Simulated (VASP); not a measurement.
Ag2O:

```
Ag O
1.0
     4.81198    0.00000    0.00000
     0.00000    4.81198    0.00000
     0.00000    0.00000    4.81198
Ag O
4 2
Direct
  0.25000 0.25000 0.25000
  0.25000 0.75000 0.75000
  0.75000 0.75000 0.25000
  0.75000 0.25000 0.75000
  0.00000 0.00000 0.00000
  0.50000 0.50000 0.50000
```

```yaml
Program: VASP 6.6.1
Task: relaxation of cell and atoms
Functional: LDA
Potentials_or_basis: VASP PAW LDA potentials, release 64 (Ag, O)
Cutoff: 600 eV
k_mesh: 8 × 8 × 8
Occupations: gaussian, width 0.1 eV
Spin: no spin polarisation
```

At the start: pressure -8.6 GPa; volume 18.57 Å³/atom.

Q: Where does the relaxation end?

A: Over 3 steps the energy falls by 58.6 meV/atom and the volume is 16.62 Å³/atom (-10.5 %); space group Pn-3m (No. 224, to 0.1 Å) before and after.

The path:
```csv
step,energy change (eV),largest force (eV/Å),pressure (GPa),volume (Å³)
1,0.0000,0.0000,-8.60,111.42
2,-0.3060,0.0000,4.20,96.12
3,-0.3517,0.0000,0.00,99.73
```

Final structure:
```yaml
crystal:
  lattice:
    - [4.63742, 0.00000, 0.00000]
    - [0.00000, 4.63742, 0.00000]
    - [0.00000, 0.00000, 4.63742]
  atoms:
    - { symbol: Ag, position: [0.25000, 0.25000, 0.25000] }
    - { symbol: Ag, position: [0.25000, 0.75000, 0.75000] }
    - { symbol: Ag, position: [0.75000, 0.75000, 0.25000] }
    - { symbol: Ag, position: [0.75000, 0.25000, 0.75000] }
    - { symbol: O, position: [0.00000, 0.00000, 0.00000] }
    - { symbol: O, position: [0.50000, 0.50000, 0.50000] }
```
